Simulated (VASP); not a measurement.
# Zn2AsP3 (P-3m1) in VASP: notebook

Zn2AsP3 is run at these levels: PBEsol; tasks: single point, relaxation of cell and atoms.

All numbers are computed with VASP 6.6.1; they aren't measurements. Logs are shortened: lines on timing, memory, paths and dates and some standing lists are left out, and cuts for length are marked.

### 1 The cell of the first run

The structure is trigonal, space group P-3m1 (No. 164). Conventional cell: a = 3.535 Å, b = 3.535 Å, c = 8.869 Å, α = 90.00°, β = 90.00°, γ = 120.00°. Zn (site symmetry 3m) has 6 P at 2.48 to 2.54 Å within 3.3 Å. As (site symmetry -3m) has 6 P at 2.54 Å within 3.3 Å. Within 3.3 Å of P (site symmetry 3m) lie 3 As at 2.54 Å and 3 Zn at 2.54 Å. P (site symmetry -3m) has 6 Zn at 2.48 Å within 3.3 Å.

### 2 Single point, PBEsol

The input, INCAR:

```
PREC = Accurate
ENCUT = 520
EDIFF = 1E-6
ISMEAR = -1
SIGMA = 0.03
LREAL = F
LASPH = T
NELM = 100
ALGO = Normal
ISIF = 2
LWAVE = F
LCHARG = F
GGA = PS
NBANDS = 31
```

The input, KPOINTS:

```
Automatic mesh
0
Gamma
  6 6 2
```

The input, POSCAR:

```
Zn2AsP3
1.0
    3.5351807913     -0.0000000026      0.0000000000
   -1.7675903934      3.0615563735      0.0000000000
    0.0000000000      0.0000000000      8.8694636391
Zn As P
2 1 3
Direct
    0.3333333333      0.6666666667      0.8415532764
    0.6666666667      0.3333333333      0.1584467236
    0.0000000000      0.0000000000      0.5000000000
    0.3333333333      0.6666666667      0.3298378780
    0.6666666667      0.3333333333      0.6701621220
    0.0000000000      0.0000000000      0.0000000000
```

Potentials or basis: VASP PAW PBE potentials, release 64 (Zn, As, P).

On the command line:

```console
cat potpaw_PBE.64/Zn/POTCAR potpaw_PBE.64/As/POTCAR potpaw_PBE.64/P/POTCAR > POTCAR
mpirun -np 1 vasp_std > vasp.out
```

OUTCAR:

```text
PREC = Accurate
   ENCUT = 520
   EDIFF = 1E-6
   ISMEAR = -1
   LREAL = F
   LASPH = T
   NELM = 100
   ISIF = 2
   GGA = PS

 ion  position               nearest neighbor table
   1  0.333  0.667  0.842-   6 2.48   6 2.48   6 2.48   5 2.54   5 2.54   5 2.54
   2  0.667  0.333  0.158-   6 2.48   6 2.48   6 2.48   4 2.54   4 2.54   4 2.54
   3  0.000  0.000  0.500-   4 2.54   5 2.54   4 2.54   5 2.54   5 2.54   4 2.54
   4  0.333  0.667  0.330-   3 2.54   3 2.54   3 2.54   2 2.54   2 2.54   2 2.54
   5  0.667  0.333  0.670-   3 2.54   3 2.54   3 2.54   1 2.54   1 2.54   1 2.54
   6  0.000  0.000  0.000-   1 2.48   2 2.48   1 2.48   2 2.48   2 2.48   1 2.48

  LATTYP: Found a hexagonal cell.
 ALAT       =     3.5351807913
 C/A-ratio  =     2.5089137339

  Lattice vectors:

 A1 = (   3.5351807913,  -0.0000000026,   0.0000000000)
 A2 = (  -1.7675903934,   3.0615563735,   0.0000000000)
 A3 = (   0.0000000000,   0.0000000000,   8.8694636391)

Analysis of symmetry for initial positions (statically):
=====================================================================
 Subroutine PRICEL returns:
 Original cell was already a primitive cell.

 Routine SETGRP: Setting up the symmetry group for a
 hexagonal supercell.

 Subroutine GETGRP returns: Found 12 space group operations
 (whereof 12 operations were pure point group operations)
 out of a pool of 24 trial point group operations.

The static configuration has the point symmetry D_3d.

Analysis of symmetry for dynamics (positions and initial velocities):
=====================================================================
 Subroutine PRICEL returns:
 Original cell was already a primitive cell.

 Routine SETGRP: Setting up the symmetry group for a
 hexagonal supercell.

 Subroutine GETGRP returns: Found 12 space group operations
 (whereof 12 operations were pure point group operations)
 out of a pool of 24 trial point group operations.

The dynamic configuration has the point symmetry D_3d.

 Subroutine INISYM returns: Found 12 space group operations
 (whereof 12 operations are pure point group operations),
 and found     1 'primitive' translations

----------------------------------------------------------------------------------------

                                     Primitive cell

  volume of cell :      95.9956

  direct lattice vectors                    reciprocal lattice vectors
     3.535180791 -0.000000003  0.000000000     0.282870965  0.163315627  0.000000000
    -1.767590393  3.061556374  0.000000000     0.000000000  0.326631255  0.000000000
     0.000000000  0.000000000  8.869463639     0.000000000  0.000000000  0.112746389

  length of vectors
     3.535180791  3.535180791  8.869463639     0.326631255  0.326631255  0.112746389

  position of ions in fractional coordinates (direct lattice)
     0.333333333  0.666666667  0.841553276
     0.666666667  0.333333333  0.158446724
     0.000000000  0.000000000  0.500000000
     0.333333333  0.666666667  0.329837878
     0.666666667  0.333333333  0.670162122
     0.000000000  0.000000000  0.000000000

  ion indices of the primitive-cell ions
   primitive index   ion index
                 1           1
                 2           2
                 3           3
                 4           4
                 5           5
                 6           6

----------------------------------------------------------------------------------------

 KPOINTS: Automatic mesh

Automatic generation of k-mesh.
 Grid dimensions read from file:
 generate k-points for:    6    6    2

 Generating k-lattice:

  Cartesian coordinates                     Fractional coordinates (reciprocal lattice)
     0.047145161  0.027219271  0.000000000     0.166666667  0.000000000  0.000000000
     0.000000000  0.054438542  0.000000000     0.000000000  0.166666667  0.000000000
     0.000000000  0.000000000  0.056373195     0.000000000  0.000000000  0.500000000

  Length of vectors
     0.054438542  0.054438542  0.056373195

  Shift w.r.t. Gamma in fractional coordinates (k-lattice)
     0.000000000  0.000000000  0.000000000

 Subroutine IBZKPT returns following result:
 ===========================================

 Found     14 irreducible k-points:

 Following reciprocal coordinates:
            Coordinates               Weight
  0.000000  0.000000  0.000000      1.000000
  0.166667  0.000000  0.000000      6.000000
  0.333333  0.000000  0.000000      6.000000
  0.500000  0.000000  0.000000      3.000000
  0.166667  0.166667  0.000000      6.000000
  0.333333  0.166667  0.000000     12.000000
  0.333333  0.333333  0.000000      2.000000
  0.000000  0.000000  0.500000      1.000000
  0.166667  0.000000  0.500000      6.000000
  0.333333  0.000000  0.500000      6.000000
  0.500000  0.000000  0.500000      3.000000
  0.166667  0.166667  0.500000      6.000000
  0.333333  0.166667  0.500000     12.000000
  0.333333  0.333333  0.500000      2.000000
   k-points           NKPTS =     14   k-points in BZ     NKDIM =     14   number of bands    NBANDS=     31
   number of dos      NEDOS =    301   number of ions     NIONS =      6
   total plane-waves  NPLWV =  54880
   dimension x,y,z NGX =    28 NGY =   28 NGZ =   70
   dimension x,y,z NGXF=    56 NGYF=   56 NGZF=  140
   ions per type =               2   1   3
   NGX,Y,Z   is equivalent  to a cutoff of  13.17, 13.17, 13.12 a.u.
   NGXF,Y,Z  is equivalent  to a cutoff of  26.33, 26.33, 26.24 a.u.
 SYSTEM =  unknown system
   PREC   = accura    normal or accurate (medium, high low for compatibility)
   ISTART =      0    job   : 0-new  1-cont  2-samecut
   ICHARG =      2    charge: 1-file 2-atom 10-const
   ISPIN  =      1    spin polarized calculation?
   LNONCOLLINEAR =      F non collinear calculations
   LSORBIT =      F    spin-orbit coupling
   LASPH  =      T    aspherical Exc in radial PAW
   ENCUT  =  520.0 eV  38.22 Ry    6.18 a.u.   6.57  6.57 16.49*2*pi/ulx,y,z
   NELM   =    100;   NELMIN=  2; NELMDL= -5     # of ELM steps
   EDIFF  = 0.1E-05   stopping-criterion for ELM
   LREAL  =      F    real-space projection
   EDIFFG = 0.1E-04   stopping-criterion for IOM
   NSW    =      0    number of steps for IOM
   IBRION =     -1    ionic relax: 0-MD 1-quasi-New 2-CG
   NFREE  =      0    steps in history (QN), initial steepest desc. (CG)
   ISIF   =      2    stress and relaxation
   ISYM   =      2    0-nonsym 1-usesym 2-fastsym
   POTIM  = 0.5000    time-step for ionic-motion
   TEBEG  =    0.0;   TEEND  =   0.0 temperature during run
   PSTRESS=    0.0 pullay stress
   NELECT =      44.0000    total number of electrons
   NUPDOWN=      -1.0000    fix difference up-down
   EMIN   =  10.00;   EMAX   =-10.00  energy-range for DOS
   EFERMI =   0.00;   METHOD = LEGACY
   ISMEAR =    -1;   SIGMA  =   0.03  broadening in eV -4-tet -1-fermi 0-gaus
   EFERMI_NEDOS =   21; number of points for ismear=-14 and -15
   IALGO  =     38    algorithm
   IMIX   =      4    mixing-type and parameters
     AMIX     =   0.40;   BMIX     =  1.00
     AMIX_MAG =   1.60;   BMIX_MAG =  1.00
  volume/ion in A,a.u.               =      16.00       107.97
  Fermi-wavevector in a.u.,A,eV,Ry     =   1.262240  2.385288 21.677483  1.593250
  Thomas-Fermi vector in A             =   2.395658
   LORBIT       =      0    0 simple, 1 ext, 2 COOP (PROOUT), +10 PAW based schemes
   GGA     = PS    functional components
   LHFCALC =     F    Hartree Fock is set to
   AEXX    =    0.0000 exact exchange contribution
   IVDW    =     0    specifies the selected vdW correction
   LEPSILON=     F    determine dielectric tensor
   LRPA    =     F    only Hartree local field effects (RPA)
 non-spin polarized calculation
  energy-cutoff  :      520.00
  volume of cell :       96.00
 maximum number of plane-waves:      2636
 NGX is ok and might be reduce to    28
   NGX = 13   NGY = 13   NGZ = 33

 number of electron      43.9999996 magnetization

 Free energy of the ion-electron system (eV)
  ---------------------------------------------------
  ext. energy  EPLUGINS =         0.00000000
  ---------------------------------------------------
  free energy    TOTEN  =       -25.02192187 eV

  energy without entropy =      -25.01669001  energy(sigma->0) =      -25.01930594

 E-fermi :   5.9837     XC(G=0): -11.1983

 val. band max:        5.9820733810   @ k =   0.0000   0.0000   0.5000
 cond. band min:       5.9838219402   @ k =   0.0000   0.0000   0.0000
 fundamental gap:      0.0017485592
 Fermi energy:         5.9837380894

 k-point     1 :       0.0000    0.0000    0.0000
  band No.  band energies     occupation
      1      -9.0439      2.00000
      2      -6.1974      2.00000
      3      -6.0401      2.00000
      4      -1.7007      2.00000
      5      -1.5377      2.00000
      6      -1.3899      2.00000
[... 23 lines left out ...]
     30      11.8259      0.00000
     31      12.8792      0.00000

 k-point     2 :       0.1667    0.0000    0.0000
  band No.  band energies     occupation
      1      -8.6524      2.00000
      2      -5.8587      2.00000
      3      -5.6990      2.00000
      4      -2.0982      2.00000
      5      -1.4400      2.00000
      6      -1.3614      2.00000
[... 23 lines left out ...]
     30      12.2952      0.00000
     31      12.6538      0.00000

 k-point     3 :       0.3333    0.0000    0.0000
  band No.  band energies     occupation
      1      -7.5199      2.00000
      2      -5.0367      2.00000
      3      -4.8198      2.00000
      4      -2.9646      2.00000
      5      -1.3670      2.00000
      6      -1.3599      2.00000
[... 23 lines left out ...]
     30      12.3269      0.00000
     31      13.1072      0.00000

 k-point     4 :       0.5000    0.0000    0.0000
  band No.  band energies     occupation
      1      -6.2219      2.00000
      2      -5.1290      2.00000
      3      -4.3820      2.00000
      4      -3.3880      2.00000
      5      -1.8040      2.00000
      6      -1.4696      2.00000
[... 23 lines left out ...]
     30      11.9278      0.00000
     31      13.7037      0.00000

 k-point     5 :       0.1667    0.1667    0.0000
  band No.  band energies     occupation
      1      -7.8868      2.00000
      2      -5.2458      2.00000
      3      -5.0895      2.00000
      4      -2.5651      2.00000
      5      -1.4038      2.00000
      6      -1.3645      2.00000
[... 23 lines left out ...]
     30      11.7597      0.00000
     31      12.2970      0.00000
[... 202 lines left out ...]
     30      11.8247      0.00000
     31      13.8461      0.00000

 k-point    12 :       0.1667    0.1667    0.5000
  band No.  band energies     occupation
      1      -7.8635      2.00000
      2      -5.7429      2.00000
      3      -4.3936      2.00000
      4      -2.7224      2.00000
      5      -1.3820      2.00000
      6      -1.3605      2.00000
[... 23 lines left out ...]
     30      12.7401      0.00000
     31      13.3719      0.00000

 k-point    13 :       0.3333    0.1667    0.5000
  band No.  band energies     occupation
      1      -6.4733      2.00000
      2      -4.7011      2.00000
      3      -4.3399      2.00000
      4      -3.5605      2.00000
      5      -1.5545      2.00000
      6      -1.3810      2.00000
[... 23 lines left out ...]
     30      12.3470      0.00000
     31      12.5043      0.00000

 k-point    14 :       0.3333    0.3333    0.5000
  band No.  band energies     occupation
      1      -5.4195      2.00000
      2      -4.4293      2.00000
      3      -4.4293      2.00000
      4      -4.1253      2.00000
      5      -1.3977      2.00000
      6      -1.3977      2.00000
[... 23 lines left out ...]
     30      13.8094      0.00000
     31      13.8473      0.00000

------------------------ aborting loop because EDIFF is reached ----------------------------------------

  FORCE on cell =-STRESS in cart. coord.  units (eV):
  Direction    XX          YY          ZZ          XY          YZ          ZX
  --------------------------------------------------------------------------------------
  -------------------------------------------------------------------------------------
  Total        0.1974331      0.1974331      0.1813872     -0.0000000      0.0000000     -0.0000000
  in kB        3.2951811      3.2951811      3.0273725     -0.0000000      0.0000000     -0.0000000
  external PRESSURE =       3.2059116 kB  Pullay stress =       0.0000000 kB

 VOLUME and BASIS-vectors are now :
 -----------------------------------------------------------------------------
  energy-cutoff  :      520.00
  volume of cell :       96.00
      direct lattice vectors                 reciprocal lattice vectors
     3.535180791 -0.000000003  0.000000000     0.282870965  0.163315627  0.000000000
    -1.767590393  3.061556374  0.000000000     0.000000000  0.326631255  0.000000000
     0.000000000  0.000000000  8.869463639     0.000000000  0.000000000  0.112746389

 POSITION                                       TOTAL-FORCE (eV/Angst)
 -----------------------------------------------------------------------------------
      0.00000      2.04104      7.46413        -0.000000      0.000000     -0.007411
      1.76759      1.02052      1.40534         0.000000     -0.000000      0.007411
      0.00000      0.00000      4.43473        -0.000000     -0.000000      0.000000
      0.00000      2.04104      2.92549        -0.000000     -0.000000      0.013495
      1.76759      1.02052      5.94398        -0.000000     -0.000000     -0.013495
      0.00000      0.00000      0.00000        -0.000000     -0.000000      0.000000
 -----------------------------------------------------------------------------------
    total drift:                                0.000000      0.000000      0.000000

  FREE ENERGIE OF THE ION-ELECTRON SYSTEM (eV)
  ---------------------------------------------------
  free  energy   TOTEN  =       -25.0219218652 eV

  energy  without entropy=      -25.0166900099  energy(sigma->0) =      -25.01930594
```

It took 80 s on 1 thread of AMD EPYC 7R43 (Zen 3), shared host; peak memory 0.2 GiB.

Results:

* Free energy: -25.0219 eV
* Pressure: 0.3 GPa
* Largest force: 0.013 eV/Å
* Band gap on the k mesh: zero (bands 22 and 23 overlap by 1.82 eV)

Forces in eV/Å, atoms in the order of the input:
```
Zn   0.000  0.000 -0.007
Zn   0.000  0.000  0.007
As   0.000  0.000  0.000
P    0.000  0.000  0.013
P    0.000  0.000 -0.013
P    0.000  0.000  0.000
```

Levels at points of the mesh, in eV from the Fermi level:
```
           k point  band 19  band 20  band 21  band 22  band 23  band 24  band 25  band 26
(0.00, 0.00, 0.00)     0.00     0.00     0.14     0.88     0.88     2.48     2.48     2.70
(0.50, 0.00, 0.00)    -3.19    -1.98    -1.91    -0.90    -0.87     1.06     1.60     3.30
(0.00, 0.00, 0.50)     0.00     0.00     0.95     0.95     1.17     2.25     2.25     2.44
(0.50, 0.00, 0.50)    -3.50    -1.79    -1.55    -0.32     0.42     0.42     2.52     2.64
```

Caveat: the PAW data sets were made with another functional, which shifts forces and pressure a little.

(Continued in part 2 of 2.)
